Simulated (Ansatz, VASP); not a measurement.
## One calculation of Ge, two programs

```xyz
2
Lattice="0.0000 2.8571 2.8288 2.8288 0.0000 2.8288 2.8288 2.8571 0.0000" Properties=species:S:1:pos:R:3 pbc="T T T"
Ge    2.8288    2.8571    2.8288
Ge    4.2432    4.2856    4.2432
```

Change from the starting cell: strain +0.0100 x Voigt [0, 1, 0, 0, 0, 0], atoms carried along.

Alike in both runs: task single point; functional LDA; k mesh 14 × 14 × 14; occupations gaussian, width 0.15 eV; no spin polarisation.

|  | VASP | Ansatz |
| --- | --- | --- |
| version | VASP 6.6.1 | Ansatz 0.2.0 |
| potentials or method | VASP PAW LDA potentials, release 64 (Ge_d), cutoff 520 eV | scalar-relativistic, plane waves, PAW |
| valence electrons in the cell | 28 | 28 |

VASP gave:

```
gap on the k mesh at the Fermi level (eV)                     : none
pressure (GPa)                                                : -1.7
traceless stress, the component that is largest in VASP (GPa) : -0.48
```

Question: What did Ansatz give for the same quantities?

Answer: gap on the k mesh at the Fermi level (eV): none; pressure (GPa): -1.9; traceless stress, the component that is largest in VASP (GPa): -0.48.

LDA's correlation is that of Perdew and Zunger in VASP and of Perdew and Wang (1992) in Ansatz. A gap of «none» marks a metal or a gap that the smearing closes.
